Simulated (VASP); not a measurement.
# CdS (Fm-3m) in VASP: a series of runs

CdS is run at these levels: PBEsol; tasks: single point.

Program: VASP 6.6.1. These are calculated values, not measurements. Logs are shortened: lines on timing, memory, paths and dates and some standing lists are left out, and cuts for length are marked.

## Step 1: The cell of the first run

It takes space group Fm-3m (No. 225, cubic). Conventional cell: a = 5.272 Å, b = 5.272 Å, c = 5.272 Å, α = 90.00°, β = 90.00°, γ = 90.00°. Cd (site symmetry m-3m) has 6 S at 2.64 Å within 3.5 Å. Within 3.5 Å of S (site symmetry m-3m) lie 6 Cd at 2.64 Å.

## Step 2: Single point, PBEsol

INCAR

```
PREC = Accurate ; ENCUT = 520
EDIFF = 1E-7 ; ISMEAR = -1
SIGMA = 0.1 ; LREAL = F
LASPH = T ; NELM = 80
ALGO = Normal ; ISIF = 2
LWAVE = F ; LCHARG = F
GGA = PS ; NBANDS = 16
```

KPOINTS

```
regular mesh
0
Gamma
  16 16 16
```

POSCAR

```
CdS
1.0
    0.0000000000      2.6359580041      2.6359580041
    2.6359580041      0.0000000000      2.6359580041
    2.6359580041      2.6359580041      0.0000000000
Cd S
1 1
Direct
    0.0000000000      0.0000000000      0.0000000000
    0.5000000000      0.5000000000      0.5000000000
```

Potentials or basis: VASP PAW PBE potentials, release 64 (Cd, S).

Launch:

```
$ cat potpaw_PBE.64/Cd/POTCAR potpaw_PBE.64/S/POTCAR > POTCAR
$ mpirun -np 1 vasp_std > vasp.out
```

OUTCAR:

```text
PREC = Accurate
   ENCUT = 520
   EDIFF = 1E-7
   ISMEAR = -1
   LREAL = F
   LASPH = T
   NELM = 80
   ISIF = 2
   GGA = PS

 ion  position               nearest neighbor table
   1  0.000  0.000  0.000-   2 2.64   2 2.64   2 2.64   2 2.64   2 2.64   2 2.64
   2  0.500  0.500  0.500-   1 2.64   1 2.64   1 2.64   1 2.64   1 2.64   1 2.64

  LATTYP: Found a face centered cubic cell.
 ALAT       =     5.2719160082

  Lattice vectors:

 A1 = (   0.0000000000,   2.6359580041,   2.6359580041)
 A2 = (   2.6359580041,   0.0000000000,   2.6359580041)
 A3 = (   2.6359580041,   2.6359580041,   0.0000000000)

Analysis of symmetry for initial positions (statically):
=====================================================================
 Subroutine PRICEL returns:
 Original cell was already a primitive cell.

 Routine SETGRP: Setting up the symmetry group for a
 face centered cubic supercell.

 Subroutine GETGRP returns: Found 48 space group operations
 (whereof 48 operations were pure point group operations)
 out of a pool of 48 trial point group operations.

The static configuration has the point symmetry O_h .

Analysis of symmetry for dynamics (positions and initial velocities):
=====================================================================
 Subroutine PRICEL returns:
 Original cell was already a primitive cell.

 Routine SETGRP: Setting up the symmetry group for a
 face centered cubic supercell.

 Subroutine GETGRP returns: Found 48 space group operations
 (whereof 48 operations were pure point group operations)
 out of a pool of 48 trial point group operations.

The dynamic configuration has the point symmetry O_h .

 Subroutine INISYM returns: Found 48 space group operations
 (whereof 48 operations are pure point group operations),
 and found     1 'primitive' translations

----------------------------------------------------------------------------------------

                                     Primitive cell

  volume of cell :      36.6307

  direct lattice vectors                    reciprocal lattice vectors
     0.000000000  2.635958004  2.635958004    -0.189684357  0.189684357  0.189684357
     2.635958004  0.000000000  2.635958004     0.189684357 -0.189684357  0.189684357
     2.635958004  2.635958004  0.000000000     0.189684357  0.189684357 -0.189684357

  length of vectors
     3.727807559  3.727807559  3.727807559     0.328542944  0.328542944  0.328542944

  position of ions in fractional coordinates (direct lattice)
     0.000000000  0.000000000  0.000000000
     0.500000000  0.500000000  0.500000000

  ion indices of the primitive-cell ions
   primitive index   ion index
                 1           1
                 2           2

----------------------------------------------------------------------------------------

 KPOINTS: regular mesh

Automatic generation of k-mesh.
 Grid dimensions read from file:
 generate k-points for:   16   16   16

 Generating k-lattice:

  Cartesian coordinates                     Fractional coordinates (reciprocal lattice)
    -0.011855272  0.011855272  0.011855272     0.062500000  0.000000000  0.000000000
     0.011855272 -0.011855272  0.011855272     0.000000000  0.062500000  0.000000000
     0.011855272  0.011855272 -0.011855272     0.000000000  0.000000000  0.062500000

  Length of vectors
     0.020533934  0.020533934  0.020533934

  Shift w.r.t. Gamma in fractional coordinates (k-lattice)
     0.000000000  0.000000000  0.000000000

 Subroutine IBZKPT returns following result:
 ===========================================

 Found    145 irreducible k-points:

 Following reciprocal coordinates:
            Coordinates               Weight
  0.000000  0.000000  0.000000      1.000000
  0.062500  0.000000  0.000000      8.000000
  0.125000  0.000000  0.000000      8.000000
  0.187500  0.000000  0.000000      8.000000
  0.250000  0.000000  0.000000      8.000000
  0.312500  0.000000  0.000000      8.000000
[... 16 lines left out ...]
 -0.125000  0.062500  0.000000     24.000000
 -0.062500  0.062500  0.000000     12.000000
 [... further k-points ...]
   k-points           NKPTS =    145   k-points in BZ     NKDIM =    145   number of bands    NBANDS=     16
   number of dos      NEDOS =    301   number of ions     NIONS =      2
   total plane-waves  NPLWV =  21952
   dimension x,y,z NGX =    28 NGY =   28 NGZ =   28
   dimension x,y,z NGXF=    56 NGYF=   56 NGZF=   56
   ions per type =               1   1
   NGX,Y,Z   is equivalent  to a cutoff of  12.49, 12.49, 12.49 a.u.
   NGXF,Y,Z  is equivalent  to a cutoff of  24.97, 24.97, 24.97 a.u.
 SYSTEM =  unknown system
   PREC   = accura    normal or accurate (medium, high low for compatibility)
   ISTART =      0    job   : 0-new  1-cont  2-samecut
   ICHARG =      2    charge: 1-file 2-atom 10-const
   ISPIN  =      1    spin polarized calculation?
   LNONCOLLINEAR =      F non collinear calculations
   LSORBIT =      F    spin-orbit coupling
   LASPH  =      T    aspherical Exc in radial PAW
   ENCUT  =  520.0 eV  38.22 Ry    6.18 a.u.   6.93  6.93  6.93*2*pi/ulx,y,z
   NELM   =     80;   NELMIN=  2; NELMDL= -5     # of ELM steps
   EDIFF  = 0.1E-06   stopping-criterion for ELM
   LREAL  =      F    real-space projection
   EDIFFG = 0.1E-05   stopping-criterion for IOM
   NSW    =      0    number of steps for IOM
   IBRION =     -1    ionic relax: 0-MD 1-quasi-New 2-CG
   NFREE  =      0    steps in history (QN), initial steepest desc. (CG)
   ISIF   =      2    stress and relaxation
   ISYM   =      2    0-nonsym 1-usesym 2-fastsym
   POTIM  = 0.5000    time-step for ionic-motion
   TEBEG  =    0.0;   TEEND  =   0.0 temperature during run
   PSTRESS=    0.0 pullay stress
   NELECT =      18.0000    total number of electrons
   NUPDOWN=      -1.0000    fix difference up-down
   EMIN   =  10.00;   EMAX   =-10.00  energy-range for DOS
   EFERMI =   0.00;   METHOD = LEGACY
   ISMEAR =    -1;   SIGMA  =   0.10  broadening in eV -4-tet -1-fermi 0-gaus
   EFERMI_NEDOS =   21; number of points for ismear=-14 and -15
   IALGO  =     38    algorithm
   IMIX   =      4    mixing-type and parameters
     AMIX     =   0.40;   BMIX     =  1.00
     AMIX_MAG =   1.60;   BMIX_MAG =  1.00
  volume/ion in A,a.u.               =      18.32       123.60
  Fermi-wavevector in a.u.,A,eV,Ry     =   1.291865  2.441271 22.706975  1.668916
  Thomas-Fermi vector in A             =   2.423609
   LORBIT       =      0    0 simple, 1 ext, 2 COOP (PROOUT), +10 PAW based schemes
   GGA     = PS    functional components
   LHFCALC =     F    Hartree Fock is set to
   AEXX    =    0.0000 exact exchange contribution
   IVDW    =     0    specifies the selected vdW correction
   LEPSILON=     F    determine dielectric tensor
   LRPA    =     F    only Hartree local field effects (RPA)
 non-spin polarized calculation
  energy-cutoff  :      520.00
  volume of cell :       36.63
 maximum number of plane-waves:      1002
   NGX = 13   NGY = 13   NGZ = 13

 number of electron      17.9999994 magnetization

 Free energy of the ion-electron system (eV)
  ---------------------------------------------------
  ext. energy  EPLUGINS =         0.00000000
  ---------------------------------------------------
  free energy    TOTEN  =        -6.58257190 eV

  energy without entropy =       -6.57832162  energy(sigma->0) =       -6.58044676

 E-fermi :   4.2686     XC(G=0): -11.1618

 val. band max:        4.0916322092   @ k =   0.5000   0.5000   0.0000
 cond. band min:       4.2908338312   @ k =   0.4375   0.4375   0.0000
 fundamental gap:      0.1992016220
 Fermi energy:         4.2686113990

 k-point     1 :       0.0000    0.0000    0.0000
  band No.  band energies     occupation
      1      -9.7003      2.00000
      2      -3.9143      2.00000
      3      -3.9143      2.00000
      4      -3.9106      2.00000
      5      -3.9106      2.00000
      6      -3.9106      2.00000
[... 8 lines left out ...]
     15      16.0394      0.00000
     16      16.0394      0.00000

 k-point     2 :       0.0625    0.0000    0.0000
  band No.  band energies     occupation
      1      -9.6584      2.00000
      2      -3.9319      2.00000
      3      -3.9319      2.00000
      4      -3.9168      2.00000
      5      -3.9004      2.00000
      6      -3.9004      2.00000
[... 8 lines left out ...]
     15      15.1464      0.00000
     16      15.3552      0.00000

 k-point     3 :       0.1250    0.0000    0.0000
  band No.  band energies     occupation
      1      -9.5351      2.00000
      2      -3.9826      2.00000
      3      -3.9826      2.00000
      4      -3.9369      2.00000
      5      -3.8698      2.00000
      6      -3.8698      2.00000
[... 8 lines left out ...]
     15      14.4861      0.00000
     16      15.3917      0.00000

 k-point     4 :       0.1875    0.0000    0.0000
  band No.  band energies     occupation
      1      -9.3385      2.00000
      2      -4.0566      2.00000
      3      -4.0566      2.00000
      4      -3.9748      2.00000
      5      -3.8235      2.00000
      6      -3.8235      2.00000
[... 8 lines left out ...]
     15      14.5073      0.00000
     16      15.2198      0.00000
[... 324 lines left out ...]
 k-point    22 :      -0.1875    0.0625    0.0000
  band No.  band energies     occupation
      1      -9.2299      2.00000
      2      -4.1185      2.00000
      3      -4.0733      2.00000
      4      -3.9838      2.00000
      5      -3.8227      2.00000
      6      -3.7755      2.00000
[... 8 lines left out ...]
     15      15.4083      0.00000
     16      15.6717      0.00000

 k-point    23 :      -0.1250    0.0625    0.0000
  band No.  band energies     occupation
      1      -9.4435      2.00000
      2      -4.0387      2.00000
      3      -3.9983      2.00000
      4      -3.9475      2.00000
      5      -3.8667      2.00000
      6      -3.8294      2.00000
[... 8 lines left out ...]
     15      15.1427      0.00000
     16      15.8640      0.00000

 k-point    24 :      -0.0625    0.0625    0.0000
  band No.  band energies     occupation
      1      -9.5898      2.00000
      2      -3.9728      2.00000
      3      -3.9479      2.00000
      4      -3.9264      2.00000
      5      -3.8936      2.00000
      6      -3.8733      2.00000
[... 8 lines left out ...]
     15      15.1841      0.00000
     16      15.7429      0.00000

 [... further k-points ...]

------------------------ aborting loop because EDIFF is reached ----------------------------------------

  FORCE on cell =-STRESS in cart. coord.  units (eV):
  Direction    XX          YY          ZZ          XY          YZ          ZX
  --------------------------------------------------------------------------------------
  -------------------------------------------------------------------------------------
  Total        1.7735322      1.7735322      1.7735322      0.0000000      0.0000000      0.0000000
  in kB       77.5718583     77.5718583     77.5718583      0.0000000      0.0000000      0.0000000
  external PRESSURE =      77.5718583 kB  Pullay stress =       0.0000000 kB

 VOLUME and BASIS-vectors are now :
 -----------------------------------------------------------------------------
  energy-cutoff  :      520.00
  volume of cell :       36.63
      direct lattice vectors                 reciprocal lattice vectors
     0.000000000  2.635958004  2.635958004    -0.189684357  0.189684357  0.189684357
     2.635958004  0.000000000  2.635958004     0.189684357 -0.189684357  0.189684357
     2.635958004  2.635958004  0.000000000     0.189684357  0.189684357 -0.189684357

 POSITION                                       TOTAL-FORCE (eV/Angst)
 -----------------------------------------------------------------------------------
      0.00000      0.00000      0.00000        -0.000000     -0.000000      0.000000
      2.63596      2.63596      2.63596         0.000000      0.000000     -0.000000
 -----------------------------------------------------------------------------------
    total drift:                                0.000000      0.000000      0.000000

  FREE ENERGIE OF THE ION-ELECTRON SYSTEM (eV)
  ---------------------------------------------------
  free  energy   TOTEN  =        -6.5825718968 eV

  energy  without entropy=       -6.5783216172  energy(sigma->0) =       -6.58044676
```

Run time: 79 s. Hardware: 1 thread of Intel Xeon Platinum 8259CL at 2.50GHz (Skylake/Cascade Lake), shared host; peak memory 0.21 GiB.

What came out:

```
Free energy : -6.5826 eV
Pressure    : 7.8 GPa
```

Caveat: the PAW data sets were made with another functional, which shifts forces and pressure a little.

## Step 3: Single point, PBEsol

This run uses another cell than the first one, of 18.83 Å³/atom, 1.028 times its volume.

INCAR

```
SYSTEM = CdS
PREC     = Accurate       ! precision mode
ENCUT    = 520            ! plane-wave cutoff, eV
EDIFF    = 1E-7           ! SCF threshold, eV
ISMEAR   = -1             ! smearing method
SIGMA    = 0.1            ! smearing width, eV
LREAL    = .False.        ! projectors in reciprocal space
LASPH    = .True.         ! aspherical terms in the spheres
NELM     = 60             ! most SCF steps
ALGO     = Normal         ! electronic algorithm
ISIF     = 2              ! what is computed and relaxed
LWAVE    = .False.        ! write WAVECAR
LCHARG   = .True.         ! write CHGCAR
GGA      = PS             ! functional
LELF     = .True.         ! ELF
LVHAR    = .True.       
NBANDS   = 16             ! bands
```

KPOINTS

```
regular mesh
0
Gamma
  16 16 16
  0 0 0
```

POSCAR

```
CdS
1.0
    0.0000000000      2.6601884449      2.6601884449
    2.6601884449      0.0000000000      2.6601884449
    2.6601884449      2.6601884449      0.0000000000
Cd S
1 1
Direct
    0.0000000000      0.0000000000      0.0000000000
    0.5000000000      0.5000000000      0.5000000000
```

Potentials or basis: VASP PAW PBE potentials, release 64 (Cd, S).

Launch:

```
$ cat potpaw_PBE.64/Cd/POTCAR potpaw_PBE.64/S/POTCAR > POTCAR
$ mpirun -np 1 vasp_std > vasp.out
```

It took 86 s on 1 thread of Intel Xeon Platinum 8259CL at 2.50GHz (Skylake/Cascade Lake), shared host; peak memory 0.22 GiB.

It converged, with:

* Free energy: -6.6221 eV
* Pressure: 4.7 GPa

Levels at points of the mesh, in eV from the Fermi level:
| k point | band 6 | band 7 | band 8 | band 9 | band 10 | band 11 | band 12 | band 13 |
| --- | --- | --- | --- | --- | --- | --- | --- | --- |
| (0.00, 0.00, 0.00) | -8.10 | -1.23 | -1.23 | -1.23 | 0.90 | 8.88 | 8.88 | 8.88 |
| (0.50, 0.00, 0.00) | -7.83 | -5.59 | -0.28 | -0.28 | 2.98 | 5.44 | 5.44 | 7.20 |
| (0.50, 0.50, 0.00) | -6.88 | -5.20 | -2.83 | -2.83 | -0.17 | 5.49 | 10.01 | 11.51 |

Caveat: the PAW data sets were made with another functional, which shifts forces and pressure a little.
